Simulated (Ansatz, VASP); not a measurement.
**ZrC in VASP and in Ansatz**

```
Zr C
1.0
    -0.02350    2.33846    2.33846
     2.33846   -0.02350    2.33846
     2.33846    2.33846   -0.02350
Zr C
1 1
Cartesian
  2.3267 2.3267 2.3267
  0.0000 0.0000 0.0000
```

Change from the starting cell: equal xy, yz and zx shear strains of -1 %.

Alike in both runs: task single point; functional PBEsol; k mesh 15 × 15 × 15; occupations fermi-dirac, width 0.05 eV; no spin polarisation.

|  | VASP | Ansatz |
| --- | --- | --- |
| version | VASP 6.6.1 | Ansatz 0.2.0 |
| potentials or method | VASP PAW PBE potentials, release 64 (Zr_sv, C), cutoff 520 eV | all-electron LAPW, scalar-relativistic |

VASP gave:

* pressure (GPa): -4.2
* traceless stress, the component that is largest in VASP (GPa): 1.51

Task: Estimate Ansatz's values.

Result: Pressure (GPa): -4.5; traceless stress, the component that is largest in VASP (GPa): 1.51.

VASP's potentials were made for PBE, not for PBEsol. Ansatz ran all-electron here, and VASP with PAW potentials.
